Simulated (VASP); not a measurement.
# MnO (Manganosite): single point with PBE+U

MnO (Manganosite):

```
Mn O
1.0
     3.14380    0.00000    0.00000
     1.57190    2.72261    0.00000
     1.57190    0.90754    2.56690
Mn O
1 1
Direct
  0.00000 0.00000 0.00000
  0.50000 0.50000 0.50000
```

* Program: VASP 6.6.1
* Task: single point
* Functional: PBE
* Potentials or basis: VASP PAW PBE potentials, release 64 (Mn_pv, O)
* Cutoff: 520 eV
* k mesh: 7 × 7 × 7
* Occupations: fermi-dirac, width 0.3 eV
* Spin: collinear spin, ferromagnetic start
* Starting moments: [4.0, 0.0] μB
* Hubbard terms: Mn d U = 5.0 eV
* Dipole correction: no
* Further INCAR settings: ALGO = Normal; EDIFF = 1e-07; NBANDS = 20

```json
{
 "Pressure": "8.3 GPa",
 "Net moment": "5.00 μB per cell",
 "Site moments": "Mn +4.65; O +0.13 μB",
 "Valence electrons inside the program's atomic spheres": "Mn 11.35; O 5.01"
}
```

Levels at points of the mesh, in eV from the Fermi level:
Spin up:
```
           k point  band 10  band 11  band 12  band 13  band 14  band 15
(0.00, 0.00, 0.00)    -3.51    -3.51    -3.51    -0.55    13.85    15.37
```
Spin down:
| k point | band 3 | band 4 | band 5 | band 6 | band 7 | band 8 | band 9 | band 10 | band 11 | band 12 |
| --- | --- | --- | --- | --- | --- | --- | --- | --- | --- | --- |
| (0.00, 0.00, 0.00) | -45.55 | -19.73 | -3.25 | -3.25 | -3.25 | 0.81 | 2.87 | 2.87 | 2.87 | 3.47 |

Eigenvalues of the final occupation matrices:
| site | spin | trace | eigenvalues |
| --- | --- | --- | --- |
| site 1 d | 1 | 4.79 | 0.94 0.94 0.94 0.98 0.98 |
| site 1 d | 2 | 0.19 | 0.02 0.02 0.02 0.07 0.07 |

Wall time 8.2 s on 1 thread of Intel(R) Xeon(R) 6975P-C (Granite Rapids), with other jobs on the host, peak memory 0.15 GiB.

Caveat: a cell with one magnetic atom can't hold antiferromagnetic order, which such compounds often take. The state reached can hang on the start; a lower one may exist.
